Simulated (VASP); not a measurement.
# Ag (Fm-3m) in VASP: a series of runs

Runs on Ag. Level: PBEsol. Tasks: single point.

Everything below comes from runs of VASP 6.6.1. Logs are shortened: lines on timing, memory, paths and dates and some standing lists are left out, and cuts for length are marked.

## (1) The cell of the first run

It takes space group Fm-3m (No. 225, cubic). Conventional cell: a = 3.893 Å, b = 3.893 Å, c = 3.893 Å, α = 90.00°, β = 90.00°, γ = 90.00°. Within 3.6 Å of Ag (site symmetry m-3m) lie 12 Ag at 2.75 Å.

## (2) Single point, PBEsol

Contents of INCAR:

```
SYSTEM = Ag
PREC = Accurate
ENCUT = 520
EDIFF = 1E-6
ISMEAR = -1
SIGMA = 0.05
LREAL = .FALSE.
LASPH = .TRUE.
NELM = 60
ALGO = Normal
ISIF = 2
LWAVE = .FALSE.
LCHARG = .TRUE.
GGA = PS
LELF = .TRUE.
LVHAR = .TRUE.
NBANDS = 12
```

Contents of KPOINTS:

```
Automatic mesh
0
G
  11 11 11
  0 0 0
```

Contents of POSCAR:

```
Ag
1.0
    0.0000000000      1.9466592274      1.9466592274
    1.9466592274      0.0000000000      1.9466592274
    1.9466592274      1.9466592274      0.0000000000
Ag
1
Direct
    0.0000000000      0.0000000000      0.0000000000
```

Potentials or basis: VASP PAW PBE potentials, release 64 (Ag).

Run with:

```console
cat potpaw_PBE.64/Ag/POTCAR > POTCAR
mpirun -np 1 vasp_std > vasp.out
```

OUTCAR:

```text
SYSTEM = Ag
   PREC = Accurate
   ENCUT = 520
   EDIFF = 1E-6
   ISMEAR = -1
   LREAL = .FALSE.
   LASPH = .TRUE.
   NELM = 60
   ISIF = 2
   GGA = PS

 ion  position               nearest neighbor table
   1  0.000  0.000  0.000-

  LATTYP: Found a face centered cubic cell.
 ALAT       =     3.8933184548

  Lattice vectors:

 A1 = (   0.0000000000,   1.9466592274,   1.9466592274)
 A2 = (   1.9466592274,   0.0000000000,   1.9466592274)
 A3 = (   1.9466592274,   1.9466592274,   0.0000000000)

Analysis of symmetry for initial positions (statically):
=====================================================================
 Subroutine PRICEL returns:
 Original cell was already a primitive cell.

 Routine SETGRP: Setting up the symmetry group for a
 face centered cubic supercell.

 Subroutine GETGRP returns: Found 48 space group operations
 (whereof 48 operations were pure point group operations)
 out of a pool of 48 trial point group operations.

The static configuration has the point symmetry O_h .

Analysis of symmetry for dynamics (positions and initial velocities):
=====================================================================
 Subroutine PRICEL returns:
 Original cell was already a primitive cell.

 Routine SETGRP: Setting up the symmetry group for a
 face centered cubic supercell.

 Subroutine GETGRP returns: Found 48 space group operations
 (whereof 48 operations were pure point group operations)
 out of a pool of 48 trial point group operations.

The dynamic configuration has the point symmetry O_h .

 Subroutine INISYM returns: Found 48 space group operations
 (whereof 48 operations are pure point group operations),
 and found     1 'primitive' translations

----------------------------------------------------------------------------------------

                                     Primitive cell

  volume of cell :      14.7537

  direct lattice vectors                    reciprocal lattice vectors
     0.000000000  1.946659227  1.946659227    -0.256850297  0.256850297  0.256850297
     1.946659227  0.000000000  1.946659227     0.256850297 -0.256850297  0.256850297
     1.946659227  1.946659227  0.000000000     0.256850297  0.256850297 -0.256850297

  length of vectors
     2.752991881  2.752991881  2.752991881     0.444877764  0.444877764  0.444877764

  position of ions in fractional coordinates (direct lattice)
     0.000000000  0.000000000  0.000000000

  ion indices of the primitive-cell ions
   primitive index   ion index
                 1           1

----------------------------------------------------------------------------------------

 KPOINTS: Automatic mesh

Automatic generation of k-mesh.
 Grid dimensions read from file:
 generate k-points for:   11   11   11

 Generating k-lattice:

  Cartesian coordinates                     Fractional coordinates (reciprocal lattice)
    -0.023350027  0.023350027  0.023350027     0.090909091  0.000000000  0.000000000
     0.023350027 -0.023350027  0.023350027     0.000000000  0.090909091  0.000000000
     0.023350027  0.023350027 -0.023350027     0.000000000  0.000000000  0.090909091

  Length of vectors
     0.040443433  0.040443433  0.040443433

  Shift w.r.t. Gamma in fractional coordinates (k-lattice)
     0.000000000  0.000000000  0.000000000

 Subroutine IBZKPT returns following result:
 ===========================================

 Found     56 irreducible k-points:

 Following reciprocal coordinates:
            Coordinates               Weight
  0.000000  0.000000  0.000000      1.000000
  0.090909  0.000000  0.000000      8.000000
  0.181818  0.000000  0.000000      8.000000
  0.272727  0.000000  0.000000      8.000000
  0.363636  0.000000  0.000000      8.000000
  0.454545  0.000000  0.000000      8.000000
[... 16 lines left out ...]
 -0.272727  0.181818  0.000000     24.000000
 -0.181818  0.181818  0.000000     12.000000
 [... further k-points ...]
   k-points           NKPTS =     56   k-points in BZ     NKDIM =     56   number of bands    NBANDS=     12
   number of dos      NEDOS =    301   number of ions     NIONS =      1
   total plane-waves  NPLWV =   8000
   dimension x,y,z NGX =    20 NGY =   20 NGZ =   20
   dimension x,y,z NGXF=    40 NGYF=   40 NGZF=   40
   ions per type =               1
   NGX,Y,Z   is equivalent  to a cutoff of  12.08, 12.08, 12.08 a.u.
   NGXF,Y,Z  is equivalent  to a cutoff of  24.15, 24.15, 24.15 a.u.
 SYSTEM =  Ag
   PREC   = accura    normal or accurate (medium, high low for compatibility)
   ISTART =      0    job   : 0-new  1-cont  2-samecut
   ICHARG =      2    charge: 1-file 2-atom 10-const
   ISPIN  =      1    spin polarized calculation?
   LNONCOLLINEAR =      F non collinear calculations
   LSORBIT =      F    spin-orbit coupling
   LASPH  =      T    aspherical Exc in radial PAW
   ENCUT  =  520.0 eV  38.22 Ry    6.18 a.u.   5.12  5.12  5.12*2*pi/ulx,y,z
   NELM   =     60;   NELMIN=  2; NELMDL= -5     # of ELM steps
   EDIFF  = 0.1E-05   stopping-criterion for ELM
   LREAL  =      F    real-space projection
   EDIFFG = 0.1E-04   stopping-criterion for IOM
   NSW    =      0    number of steps for IOM
   IBRION =     -1    ionic relax: 0-MD 1-quasi-New 2-CG
   NFREE  =      0    steps in history (QN), initial steepest desc. (CG)
   ISIF   =      2    stress and relaxation
   ISYM   =      2    0-nonsym 1-usesym 2-fastsym
   POTIM  = 0.5000    time-step for ionic-motion
   TEBEG  =    0.0;   TEEND  =   0.0 temperature during run
   PSTRESS=    0.0 pullay stress
   NELECT =      11.0000    total number of electrons
   NUPDOWN=      -1.0000    fix difference up-down
   EMIN   =  10.00;   EMAX   =-10.00  energy-range for DOS
   EFERMI =   0.00;   METHOD = LEGACY
   ISMEAR =    -1;   SIGMA  =   0.05  broadening in eV -4-tet -1-fermi 0-gaus
   EFERMI_NEDOS =   21; number of points for ismear=-14 and -15
   IALGO  =     38    algorithm
   IMIX   =      4    mixing-type and parameters
     AMIX     =   0.40;   BMIX     =  1.00
     AMIX_MAG =   1.60;   BMIX_MAG =  1.00
  volume/ion in A,a.u.               =      14.75        99.56
  Fermi-wavevector in a.u.,A,eV,Ry     =   1.484474  2.805248 29.982638  2.203662
  Thomas-Fermi vector in A             =   2.598006
   LORBIT       =      0    0 simple, 1 ext, 2 COOP (PROOUT), +10 PAW based schemes
   GGA     = PS    functional components
   LHFCALC =     F    Hartree Fock is set to
   AEXX    =    0.0000 exact exchange contribution
   IVDW    =     0    specifies the selected vdW correction
   LEPSILON=     F    determine dielectric tensor
   LRPA    =     F    only Hartree local field effects (RPA)
 non-spin polarized calculation
  energy-cutoff  :      520.00
  volume of cell :       14.75
 maximum number of plane-waves:       411
   NGX = 11   NGY = 11   NGZ = 11

 number of electron      11.0000002 magnetization

 Free energy of the ion-electron system (eV)
  ---------------------------------------------------
  ext. energy  EPLUGINS =         0.00000000
  ---------------------------------------------------
  free energy    TOTEN  =        -3.21483391 eV

  energy without entropy =       -3.21343470  energy(sigma->0) =       -3.21413431

 E-fermi :  10.5444     XC(G=0): -13.2981

 val. band max:       10.4040332580   @ k =  -0.4545   0.0909   0.0000
 cond. band min:      10.6431088111   @ k =   0.4545   0.3636   0.0000
 fundamental gap:      0.2390755530
 Fermi energy:        10.5444488795

 k-point     1 :       0.0000    0.0000    0.0000
  band No.  band energies     occupation
      1       1.4469      2.00000
      2       5.0481      2.00000
      3       5.0481      2.00000
      4       5.0481      2.00000
      5       6.3971      2.00000
      6       6.3971      2.00000
      7      26.6316      0.00000
      8      31.0688      0.00000
      9      31.0688      0.00000
     10      31.0688      0.00000
     11      36.2994      0.00000
     12      38.5504      0.00000

 k-point     2 :       0.0909    0.0000    0.0000
  band No.  band energies     occupation
      1       1.7347      2.00000
      2       4.9714      2.00000
      3       5.1349      2.00000
      4       5.1349      2.00000
      5       6.3630      2.00000
      6       6.3630      2.00000
      7      26.7818      0.00000
      8      29.2216      0.00000
      9      31.3055      0.00000
     10      31.3055      0.00000
     11      36.4069      0.00000
     12      37.9722      0.00000

 k-point     3 :       0.1818    0.0000    0.0000
  band No.  band energies     occupation
      1       2.4811      2.00000
      2       4.8971      2.00000
      3       5.2908      2.00000
      4       5.2908      2.00000
      5       6.3684      2.00000
      6       6.3684      2.00000
      7      25.2744      0.00000
      8      27.7455      0.00000
      9      31.8219      0.00000
     10      31.8219      0.00000
     11      34.8386      0.00000
     12      36.3753      0.00000

 k-point     4 :       0.2727    0.0000    0.0000
  band No.  band energies     occupation
      1       3.0968      2.00000
      2       5.2791      2.00000
      3       5.2791      2.00000
      4       5.4855      2.00000
      5       6.6385      2.00000
      6       6.6385      2.00000
      7      21.7581      0.00000
      8      27.2944      0.00000
      9      31.8146      0.00000
     10      31.8146      0.00000
     11      35.0773      0.00000
     12      35.0919      0.00000

 k-point     5 :       0.3636    0.0000    0.0000
  band No.  band energies     occupation
      1       3.1214      2.00000
      2       5.1360      2.00000
      3       5.1360      2.00000
      4       7.0723      2.00000
      5       7.0723      2.00000
      6       7.1885      2.00000
      7      18.2158      0.00000
      8      26.4872      0.00000
      9      30.7276      0.00000
     10      30.7276      0.00000
     11      35.1064      0.00000
     12      35.1064      0.00000

 k-point     6 :       0.4545    0.0000    0.0000
  band No.  band energies     occupation
      1       3.0228      2.00000
      2       5.0283      2.00000
      3       5.0283      2.00000
      4       7.3806      2.00000
      5       7.3806      2.00000
      6       9.1304      2.00000
      7      15.3992      0.00000
      8      25.9598      0.00000
      9      29.8421      0.00000
     10      29.8421      0.00000
     11      35.3921      0.00000
     12      35.3921      0.00000

 k-point     7 :       0.0909    0.0909    0.0000
  band No.  band energies     occupation
      1       1.8312      2.00000
      2       4.8713      2.00000
      3       5.2065      2.00000
      4       5.2065      2.00000
      5       6.2221      2.00000
      6       6.4709      2.00000
      7      26.9207      0.00000
      8      29.8253      0.00000
      9      30.4896      0.00000
     10      30.4896      0.00000
     11      37.5525      0.00000
     12      37.5525      0.00000

 k-point     8 :       0.1818    0.0909    0.0000
  band No.  band energies     occupation
      1       2.4396      2.00000
      2       4.6971      2.00000
      3       5.3808      2.00000
      4       5.3908      2.00000
      5       6.1222      2.00000
      6       6.5513      2.00000
      7      26.4701      0.00000
      8      27.8424      0.00000
      9      29.9387      0.00000
     10      31.2603      0.00000
     11      35.4925      0.00000
     12      37.0111      0.00000
[... 166 lines left out ...]
 k-point    20 :       0.4545    0.1818    0.0000
  band No.  band energies     occupation
      1       3.5550      2.00000
      2       4.6642      2.00000
      3       5.4756      2.00000
      4       5.6973      2.00000
      5       7.4616      2.00000
      6      10.0311      1.99993
      7      17.6039      0.00000
      8      25.1615      0.00000
      9      26.5546      0.00000
     10      28.2909      0.00000
     11      37.5561      0.00000
     12      37.7236      0.00000

 k-point    21 :      -0.4545    0.1818    0.0000
  band No.  band energies     occupation
      1       3.5691      2.00000
      2       4.6229      2.00000
      3       5.5828      2.00000
      4       5.8203      2.00000
      5       7.3805      2.00000
      6      12.0493      0.00000
      7      15.0872      0.00000
      8      24.0853      0.00000
      9      27.2945      0.00000
     10      27.7802      0.00000
     11      37.2637      0.00000
     12      37.2856      0.00000

 k-point    22 :      -0.3636    0.1818    0.0000
  band No.  band energies     occupation
      1       3.7043      2.00000
      2       4.6967      2.00000
      3       5.5641      2.00000
      4       5.7499      2.00000
      5       6.9753      2.00000
      6      10.9522      0.00057
      7      16.7070      0.00000
      8      23.4544      0.00000
      9      27.8582      0.00000
     10      28.8910      0.00000
     11      35.8661      0.00000
     12      37.0994      0.00000

 k-point    23 :      -0.2727    0.1818    0.0000
  band No.  band energies     occupation
      1       3.9155      2.00000
      2       4.7946      2.00000
      3       5.2519      2.00000
      4       5.6625      2.00000
      5       6.3990      2.00000
      6       9.1075      2.00000
      7      20.0671      0.00000
      8      23.3741      0.00000
      9      28.6361      0.00000
     10      31.1437      0.00000
     11      33.7439      0.00000
     12      37.1344      0.00000

 k-point    24 :      -0.1818    0.1818    0.0000
  band No.  band energies     occupation
      1       3.7657      2.00000
      2       4.5054      2.00000
      3       5.2784      2.00000
      4       5.8322      2.00000
      5       5.8714      2.00000
      6       7.7399      2.00000
      7      23.4059      0.00000
      8      24.0089      0.00000
      9      30.0878      0.00000
     10      31.7716      0.00000
     11      33.4546      0.00000
     12      37.5697      0.00000

 [... further k-points ...]
[... 5 lines left out ...]
  --------------------------------------------------------------------------------------
  -------------------------------------------------------------------------------------
  Total        1.8025621      1.8025621      1.8025621     -0.0000000     -0.0000000     -0.0000000
  in kB      195.7496689    195.7496689    195.7496689     -0.0000000     -0.0000000     -0.0000000
  external PRESSURE =     195.7496689 kB  Pullay stress =       0.0000000 kB

 VOLUME and BASIS-vectors are now :
 -----------------------------------------------------------------------------
  energy-cutoff  :      520.00
  volume of cell :       14.75
      direct lattice vectors                 reciprocal lattice vectors
     0.000000000  1.946659227  1.946659227    -0.256850297  0.256850297  0.256850297
     1.946659227  0.000000000  1.946659227     0.256850297 -0.256850297  0.256850297
     1.946659227  1.946659227  0.000000000     0.256850297  0.256850297 -0.256850297

 POSITION                                       TOTAL-FORCE (eV/Angst)
 -----------------------------------------------------------------------------------
      0.00000      0.00000      0.00000        -0.000000     -0.000000      0.000000
 -----------------------------------------------------------------------------------
    total drift:                               -0.000000     -0.000000     -0.000000

  FREE ENERGIE OF THE ION-ELECTRON SYSTEM (eV)
  ---------------------------------------------------
  free  energy   TOTEN  =        -3.2148339095 eV

  energy  without entropy=       -3.2134347017  energy(sigma->0) =       -3.21413431
```

It took 9.9 s on 1 thread of AMD EPYC 7R43 (Zen 3), shared host; peak memory 0.09 GiB.

What came out:

* Free energy: -3.2148 eV
* Pressure: 19.6 GPa

Levels at points of the mesh, in eV from the Fermi level:
```csv
k point,band 3,band 4,band 5,band 6,band 7,band 8,band 9,band 10
"(0.00, 0.00, 0.00)",-5.50,-5.50,-4.15,-4.15,16.09,20.52,20.52,20.52
```

Caveat: the PAW data sets were made with another functional, which shifts forces and pressure a little.

## (3) Single point, PBEsol

This run uses another cell than the first one, of 14.17 Å³/atom, 0.961 times its volume.

Contents of INCAR:

```
  PREC = Accurate
  ENCUT = 520
  EDIFF = 1E-7
  ISMEAR = -1
  SIGMA = 0.05
  LREAL = False
  LASPH = True
  NELM = 60
  ALGO = Normal
  ISIF = 2
  LWAVE = False
  LCHARG = False
  GGA = PS
  NBANDS = 12
```

Contents of KPOINTS:

```
regular mesh
0
Gamma
  11 11 11
```

Contents of POSCAR:

```
Ag
1.0
    0.0000000000      1.9208277106      1.9208277106
    1.9208277106      0.0000000000      1.9208277106
    1.9208277106      1.9208277106      0.0000000000
Ag
1
Direct
    0.0000000000      0.0000000000      0.0000000000
```

Potentials or basis: VASP PAW PBE potentials, release 64 (Ag).

Run with:

```console
cat potpaw_PBE.64/Ag/POTCAR > POTCAR
mpirun -np 1 vasp_std > vasp.out
```

It took 11 s on 1 thread of AMD EPYC 7R43 (Zen 3), shared host; peak memory 0.09 GiB.

The run converged. Its results:

* Free energy: -3.1264 eV
* Pressure: 29.5 GPa

Levels at points of the mesh, in eV from the Fermi level:
| k point | band 4 | band 5 | band 6 | band 7 | band 8 | band 9 |
| --- | --- | --- | --- | --- | --- | --- |
| (0.00, 0.00, 0.00) | -5.68 | -4.24 | -4.24 | 16.12 | 20.80 | 20.80 |

Caveat: the PAW data sets were made with another functional, which shifts forces and pressure a little.
